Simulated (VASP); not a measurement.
# CdSe (P6_3mc) in VASP: a series of runs

The runs below take CdSe through relaxation of cell and atoms, with PBEsol.

All numbers are computed with VASP 6.6.1; they aren't measurements. Logs are shortened: lines on timing, memory, paths and dates and some standing lists are left out, and cuts for length are marked.

## 1. The cell of the first run

Symmetry: P6_3mc, No. 186, hexagonal system. Conventional cell: a = 4.026 Å, b = 4.026 Å, c = 6.594 Å, α = 90.00°, β = 90.00°, γ = 120.00°. Within 3.3 Å of Cd (site symmetry 3m) lie 4 Se at 2.47 Å. Se (site symmetry 3m) has 4 Cd at 2.47 Å within 3.3 Å.

## 2. Relaxation of cell and atoms, PBEsol, target pressure 15 GPa, at which the enthalpy is minimised

Input file INCAR:

```
SYSTEM = CdSe
PREC = Accurate
ENCUT = 600
EDIFF = 1E-6
ISMEAR = 0
SIGMA = 0.02
LREAL = .False.
LASPH = .True.
NELM = 100
ALGO = Normal
ISIF = 3
LWAVE = .False.
LCHARG = .False.
GGA = PS
IBRION = 2
NSW = 70
EDIFFG = -0.008
PSTRESS = 150.0
```

Input file KPOINTS:

```
Automatic mesh
0
Gamma
  12 12 6
  0 0 0
```

Input file POSCAR:

```
CdSe
1.0
    4.0260211815      0.0000000000      0.0000000000
   -2.0130105907      3.4866366194      0.0000000000
    0.0000000000      0.0000000000      6.5936774612
Cd Se
2 2
Direct
    0.6666666667      0.3333333333      0.5006243671
    0.3333333333      0.6666666667      1.0006243671
    0.6666666667      0.3333333333      0.8752356329
    0.3333333333      0.6666666667      0.3752356329
```

Potentials or basis: VASP PAW PBE potentials, release 64 (Cd, Se).

On the command line:

```
cat potpaw_PBE.64/Cd/POTCAR potpaw_PBE.64/Se/POTCAR > POTCAR
mpirun -np 1 vasp_std > vasp.out
```

OUTCAR:

```text
SYSTEM = CdSe
   PREC = Accurate
   ENCUT = 600
   EDIFF = 1E-6
   ISMEAR = 0
   LREAL = .False.
   LASPH = .True.
   NELM = 100
   ISIF = 3
   GGA = PS
   IBRION = 2
   NSW = 70
   EDIFFG = -0.008
   PSTRESS = 150.0

 ion  position               nearest neighbor table
   1  0.667  0.333  0.501-   4 2.47   4 2.47   4 2.47   3 2.47
   2  0.333  0.667  0.001-   3 2.47   3 2.47   3 2.47   4 2.47
   3  0.667  0.333  0.875-   2 2.47   2 2.47   2 2.47   1 2.47
   4  0.333  0.667  0.375-   1 2.47   1 2.47   1 2.47   2 2.47

  LATTYP: Found a hexagonal cell.
 ALAT       =     4.0260211815
 C/A-ratio  =     1.6377652188

  Lattice vectors:

 A1 = (   4.0260211815,   0.0000000000,   0.0000000000)
 A2 = (  -2.0130105907,   3.4866366194,   0.0000000000)
 A3 = (   0.0000000000,   0.0000000000,   6.5936774612)

Analysis of symmetry for initial positions (statically):
=====================================================================
 Subroutine PRICEL returns:
 Original cell was already a primitive cell.

 Routine SETGRP: Setting up the symmetry group for a
 hexagonal supercell.

 Subroutine GETGRP returns: Found 12 space group operations
 (whereof  6 operations were pure point group operations)
 out of a pool of 24 trial point group operations.

The static configuration has the point symmetry C_3v.
 The point group associated with its full space group is C_6v.

Analysis of symmetry for dynamics (positions and initial velocities):
=====================================================================
 Subroutine PRICEL returns:
 Original cell was already a primitive cell.

 Routine SETGRP: Setting up the symmetry group for a
 hexagonal supercell.

 Subroutine GETGRP returns: Found 12 space group operations
 (whereof  6 operations were pure point group operations)
 out of a pool of 24 trial point group operations.

The dynamic configuration has the point symmetry C_3v.
 The point group associated with its full space group is C_6v.

 Subroutine INISYM returns: Found 12 space group operations
 (whereof  6 operations are pure point group operations),
 and found     1 'primitive' translations

----------------------------------------------------------------------------------------

                                     Primitive cell

  volume of cell :      92.5572

  direct lattice vectors                    reciprocal lattice vectors
     4.026021181  0.000000000  0.000000000     0.248384187  0.143404678  0.000000000
    -2.013010591  3.486636619  0.000000000     0.000000000  0.286809355  0.000000000
     0.000000000  0.000000000  6.593677461     0.000000000  0.000000000  0.151660436

  length of vectors
     4.026021181  4.026021182  6.593677461     0.286809355  0.286809355  0.151660436

  position of ions in fractional coordinates (direct lattice)
     0.666666667  0.333333333  0.500624367
     0.333333333  0.666666667  0.000624367
     0.666666667  0.333333333  0.875235633
     0.333333333  0.666666667  0.375235633

  ion indices of the primitive-cell ions
   primitive index   ion index
                 1           1
                 2           2
                 3           3
                 4           4

----------------------------------------------------------------------------------------

 KPOINTS: Automatic mesh

Automatic generation of k-mesh.
 Grid dimensions read from file:
 generate k-points for:   12   12    6

 Generating k-lattice:

  Cartesian coordinates                     Fractional coordinates (reciprocal lattice)
     0.020698682  0.011950390  0.000000000     0.083333333 -0.000000000  0.000000000
     0.000000000  0.023900780  0.000000000     0.000000000  0.083333333  0.000000000
     0.000000000  0.000000000  0.025276739     0.000000000  0.000000000  0.166666667

  Length of vectors
     0.023900780  0.023900780  0.025276739

  Shift w.r.t. Gamma in fractional coordinates (k-lattice)
     0.000000000  0.000000000  0.000000000

 Subroutine IBZKPT returns following result:
 ===========================================

 Found     76 irreducible k-points:

 Following reciprocal coordinates:
            Coordinates               Weight
  0.000000  0.000000  0.000000      1.000000
  0.083333  0.000000  0.000000      6.000000
  0.166667  0.000000  0.000000      6.000000
  0.250000  0.000000  0.000000      6.000000
  0.333333  0.000000  0.000000      6.000000
  0.416667  0.000000  0.000000      6.000000
[... 16 lines left out ...]
  0.250000  0.000000  0.166667     12.000000
  0.333333  0.000000  0.166667     12.000000
 [... further k-points ...]
   k-points           NKPTS =     76   k-points in BZ     NKDIM =     76   number of bands    NBANDS=     22
   number of dos      NEDOS =    301   number of ions     NIONS =      4
   total plane-waves  NPLWV =  55296
   dimension x,y,z NGX =    32 NGY =   32 NGZ =   54
   dimension x,y,z NGXF=    64 NGYF=   64 NGZF=  108
   ions per type =               2   2
   NGX,Y,Z   is equivalent  to a cutoff of  13.21, 13.21, 13.61 a.u.
   NGXF,Y,Z  is equivalent  to a cutoff of  26.43, 26.43, 27.23 a.u.
 SYSTEM =  CdSe
   PREC   = accura    normal or accurate (medium, high low for compatibility)
   ISTART =      0    job   : 0-new  1-cont  2-samecut
   ICHARG =      2    charge: 1-file 2-atom 10-const
   ISPIN  =      1    spin polarized calculation?
   LNONCOLLINEAR =      F non collinear calculations
   LSORBIT =      F    spin-orbit coupling
   LASPH  =      T    aspherical Exc in radial PAW
   ENCUT  =  600.0 eV  44.10 Ry    6.64 a.u.   8.04  8.04 13.17*2*pi/ulx,y,z
   NELM   =    100;   NELMIN=  2; NELMDL= -5     # of ELM steps
   EDIFF  = 0.1E-05   stopping-criterion for ELM
   LREAL  =      F    real-space projection
   EDIFFG = -.8E-02   stopping-criterion for IOM
   NSW    =     70    number of steps for IOM
   IBRION =      2    ionic relax: 0-MD 1-quasi-New 2-CG
   NFREE  =      1    steps in history (QN), initial steepest desc. (CG)
   ISIF   =      3    stress and relaxation
   ISYM   =      2    0-nonsym 1-usesym 2-fastsym
   POTIM  = 0.5000    time-step for ionic-motion
   TEBEG  =    0.0;   TEEND  =   0.0 temperature during run
   PSTRESS=  150.0 pullay stress
   NELECT =      36.0000    total number of electrons
   NUPDOWN=      -1.0000    fix difference up-down
   EMIN   =  10.00;   EMAX   =-10.00  energy-range for DOS
   EFERMI =   0.00;   METHOD = LEGACY
   ISMEAR =     0;   SIGMA  =   0.02  broadening in eV -4-tet -1-fermi 0-gaus
   EFERMI_NEDOS =   21; number of points for ismear=-14 and -15
   IALGO  =     38    algorithm
   IMIX   =      4    mixing-type and parameters
     AMIX     =   0.40;   BMIX     =  1.00
     AMIX_MAG =   1.60;   BMIX_MAG =  1.00
  volume/ion in A,a.u.               =      23.14       156.15
  Fermi-wavevector in a.u.,A,eV,Ry     =   1.195012  2.258245 19.429843  1.428053
  Thomas-Fermi vector in A             =   2.330988
   LORBIT       =      0    0 simple, 1 ext, 2 COOP (PROOUT), +10 PAW based schemes
   GGA     = PS    functional components
   LHFCALC =     F    Hartree Fock is set to
   AEXX    =    0.0000 exact exchange contribution
   IVDW    =     0    specifies the selected vdW correction
   LEPSILON=     F    determine dielectric tensor
   LRPA    =     F    only Hartree local field effects (RPA)
 conjugate gradient relaxation of ions
 non-spin polarized calculation
 Gauss-broadening in eV      SIGMA  =   0.02
  energy-cutoff  :      600.00
  volume of cell :       92.56
 maximum number of plane-waves:      3114
   NGX = 17   NGY = 17   NGZ = 27

--------------------------------------- Ionic step        1  -------------------------------------------

 number of electron      36.0000000 magnetization

 Free energy of the ion-electron system (eV)
  ---------------------------------------------------
  ext. energy  EPLUGINS =         0.00000000
  ---------------------------------------------------
  free energy    TOTEN  =       -11.45679612 eV

  energy without entropy =      -11.45679612  energy(sigma->0) =      -11.45679612

 E-fermi :   2.7004     XC(G=0): -10.0144

 val. band max:        2.6045868962   @ k =   0.0000   0.0000   0.0000
 cond. band min:       3.5393656827   @ k =   0.0000   0.0000   0.0000
 fundamental gap:      0.9347787864
 Fermi energy:         2.7004432600

 k-point     1 :       0.0000    0.0000    0.0000
  band No.  band energies     occupation
      1     -11.3695      2.00000
      2     -10.7811      2.00000
      3      -6.2302      2.00000
      4      -6.2111      2.00000
      5      -6.2111      2.00000
      6      -6.0982      2.00000
[... 574 lines left out ...]
      6      -5.9006      2.00000
[... 14 lines left out ...]
     21       7.8363      0.00000
     22       8.1454      0.00000

 [... further k-points ...]
[... 5 lines left out ...]
  --------------------------------------------------------------------------------------
  -------------------------------------------------------------------------------------
  Total        9.6384003      9.6384003      9.6969561      0.0000000      0.0000000      0.0000000
  in kB      166.8418900    166.8418900    167.8554985      0.0000000      0.0000000      0.0000000
  external PRESSURE =      17.1797595 kB  Pullay stress =     150.0000000 kB
[... 305 lines left out ...]
  enthalpy is  TOTEN    =        -2.7997991660 eV   P V=        8.7860182103

--------------------------------------- Ionic step        9  -------------------------------------------

 number of electron      36.0000000 magnetization

 Free energy of the ion-electron system (eV)
  ---------------------------------------------------
  ext. energy  EPLUGINS =         0.00000000
  ---------------------------------------------------
  free energy    TOTEN  =       -11.58614857 eV

  energy without entropy =      -11.58614857  energy(sigma->0) =      -11.58614857

 E-fermi :   2.5970     XC(G=0):  -9.9496

 val. band max:        2.4906799882   @ k =   0.0000   0.0000   0.0000
 cond. band min:       3.3468297025   @ k =   0.0000   0.0000   0.0000
 fundamental gap:      0.8561497143
 Fermi energy:         2.5969760185

 k-point     1 :       0.0000    0.0000    0.0000
  band No.  band energies     occupation
      1     -11.3994      2.00000
      2     -10.8364      2.00000
      3      -6.3155      2.00000
      4      -6.2616      2.00000
      5      -6.2616      2.00000
      6      -6.1469      2.00000
[... 574 lines left out ...]
      6      -5.9626      2.00000
[... 14 lines left out ...]
     21       7.6418      0.00000
     22       7.9311      0.00000

 [... further k-points ...]
[... 5 lines left out ...]
  --------------------------------------------------------------------------------------
  -------------------------------------------------------------------------------------
  Total        8.7757177      8.7757177      8.8173819      0.0000000      0.0000000      0.0000000
  in kB      149.8185745    149.8185745    150.5298639      0.0000000      0.0000000      0.0000000
  external PRESSURE =       0.0556710 kB  Pullay stress =     150.0000000 kB
[... 19 lines left out ...]
  FREE ENERGIE OF THE ION-ELECTRON SYSTEM (eV)
  ---------------------------------------------------
  free  energy   TOTEN  =       -11.5861485728 eV

  energy  without entropy=      -11.5861485728  energy(sigma->0) =      -11.58614857

  enthalpy is  TOTEN    =        -2.7998037927 eV   P V=        8.7863447800

 reached required accuracy - stopping structural energy minimisation
```

It took 18 min on 1 thread of Oxide Virtual Turin-like, shared host; peak memory 0.32 GiB.

Results:

```yaml
Free_energy: -11.5861 eV
Relaxed_volume: 23.46 Å³/atom
Relaxed_cell: a = 4.022 Å, b = 4.022 Å, c = 6.699 Å, α = 90.00°, β = 90.00°, γ = 120.00°
Space_group_after_relaxing_to_0.1_Å: P6_3mc (No. 186)
Energy_change_on_relaxing_the_run_minimises_the_enthalpy: -32.3 meV/atom
Ionic_steps: 9
Pressure_after_relaxing: 15.0 GPa
Largest_force_after_relaxing: 0.007 eV/Å
Band_gap_on_the_k_mesh: 0.86 eV
```

Forces on the atoms (eV/Å):
```
Cd   0.000  0.000 -0.007
Cd   0.000  0.000 -0.007
Se   0.000  0.000  0.007
Se   0.000  0.000  0.007
```

Step by step:
```csv
step,energy change (eV),largest force (eV/Å),pressure (GPa),volume (Å³)
1,0.0000,0.0280,16.72,92.56
2,-0.3072,0.0066,12.65,95.92
3,-0.1352,0.0189,14.98,93.92
4,-0.1326,0.0192,14.99,93.90
5,-0.1325,0.0181,15.02,93.89
6,-0.1322,0.0149,15.02,93.89
7,-0.1315,0.0079,15.01,93.88
8,-0.1290,0.0095,15.00,93.85
9,-0.1294,0.0073,15.01,93.85
```

Final structure:
```cif
data_structure
_symmetry_space_group_name_H-M 'P 1'
_symmetry_Int_Tables_number 1
_cell_length_a 4.0220
_cell_length_b 4.0220
_cell_length_c 6.6990
_cell_angle_alpha 90.000
_cell_angle_beta 90.000
_cell_angle_gamma 120.000
_cell_volume 93.85
loop_
_atom_site_label
_atom_site_type_symbol
_atom_site_fract_x
_atom_site_fract_y
_atom_site_fract_z
_atom_site_occupancy
Cd1 Cd 0.66667 0.33333 0.50325 1
Cd2 Cd 0.33333 0.66667 0.00325 1
Se1 Se 0.66667 0.33333 0.87261 1
Se2 Se 0.33333 0.66667 0.37261 1
```

Caveat: the cell is relaxed towards a set pressure, so the run minimises the enthalpy, not the energy; the PAW data sets were made with another functional, which shifts forces and pressure a little.

## 3. Relaxation of cell and atoms, PBEsol, target pressure 8 GPa, at which the enthalpy is minimised

This run uses another cell than the first one, of 24.84 Å³/atom.

Input file INCAR:

```
ALGO     = Normal         # electronic algorithm
EDIFF    = 1E-7           # SCF threshold, eV
EDIFFG   = -0.008         # ionic threshold
ENCUT    = 600            # plane-wave cutoff, eV
GGA      = PS             # functional
IBRION   = 2              # ionic algorithm
ISIF     = 3              # what is computed and relaxed
ISMEAR   = 0              # smearing method
LASPH    = True           # aspherical terms in the spheres
LCHARG   = False          # write CHGCAR
LREAL    = False          # projectors in reciprocal space
LWAVE    = False          # write WAVECAR
NELM     = 80             # most SCF steps
NSW      = 70             # ionic steps
PREC     = Accurate       # precision mode
PSTRESS  = 80.0         
SIGMA    = 0.02           # smearing width, eV
```

Input file KPOINTS:

```
k-points
0
Gamma
  12 12 6
```

Input file POSCAR:

```
CdSe
1.0
    4.1258227065      0.0000000000      0.0000000000
   -2.0629113532      3.5730672753      0.0000000000
    0.0000000000      0.0000000000      6.7401796386
Cd Se
2 2
Direct
    0.6666666667      0.3333333333      0.5002336604
    0.3333333333      0.6666666667      1.0002336604
    0.6666666667      0.3333333333      0.8756263396
    0.3333333333      0.6666666667      0.3756263396
```

Potentials or basis: VASP PAW PBE potentials, release 64 (Cd, Se).

On the command line:

```
cat potpaw_PBE.64/Cd/POTCAR potpaw_PBE.64/Se/POTCAR > POTCAR
mpirun -np 1 vasp_std > vasp.out
```

Run time: 23 min. Hardware: 1 thread of Oxide Virtual Turin-like, shared host; peak memory 0.35 GiB.

It converged, with:

- Free energy: -12.0683 eV
- Relaxed volume: 25.16 Å³/atom
- Relaxed cell: a = 4.141 Å, b = 4.141 Å, c = 6.777 Å, α = 90.00°, β = 90.00°, γ = 120.00°
- Space group after relaxing (to 0.1 Å): P6_3mc (No. 186)
- Energy change on relaxing (the run minimises the enthalpy): -17.2 meV/atom
- Ionic steps: 6
- Pressure after relaxing: 8.0 GPa
- Largest force after relaxing: 0.006 eV/Å
- Band gap on the k mesh: 0.77 eV

Forces in eV/Å, atoms in the order of the input:
```
Cd   0.000  0.000  0.006
Cd   0.000  0.000  0.006
Se   0.000  0.000 -0.006
Se   0.000  0.000 -0.006
```

The path:
```
step  energy change (eV)  largest force (eV/Å)  pressure (GPa)  volume (Å³)
   1              0.0000                0.0150            9.16        99.36
   2             -0.1306                0.0048            6.91       101.97
   3             -0.0700                0.0097            8.00       100.67
   4             -0.0687                0.0098            8.02       100.64
   5             -0.0687                0.0089            8.02       100.64
   6             -0.0688                0.0062            8.02       100.64
```

Final structure:
```
Cd Se
1.0
     4.14111    0.00000    0.00000
    -2.07056    3.58631    0.00000
     0.00000    0.00000    6.77679
Cd Se
2 2
Direct
  0.66667 0.33333 0.50053
  0.33333 0.66667 0.00053
  0.66667 0.33333 0.87533
  0.33333 0.66667 0.37533
```

Levels at points of the mesh, in eV from the valence-band top:
| k point | band 15 | band 16 | band 17 | band 18 | band 19 | band 20 | band 21 | band 22 |
| --- | --- | --- | --- | --- | --- | --- | --- | --- |
| (0.00, 0.00, 0.00) | -0.95 | -0.08 | 0.00 | 0.00 | 0.77 | 2.21 | 5.76 | 5.76 |
| (0.50, 0.00, 0.00) | -3.26 | -2.30 | -1.70 | -0.94 | 3.17 | 3.31 | 4.58 | 6.36 |
| (0.00, 0.00, 0.50) | -0.50 | -0.50 | -0.50 | -0.50 | 2.46 | 2.46 | 5.90 | 5.90 |
| (0.50, 0.00, 0.50) | -1.70 | -1.70 | -1.68 | -1.68 | 2.81 | 2.81 | 4.75 | 4.75 |

Caveat: the cell is relaxed towards a set pressure, so the run minimises the enthalpy, not the energy; semilocal functionals underestimate gaps, and a narrow one can read as zero; the PAW data sets were made with another functional, which shifts forces and pressure a little.
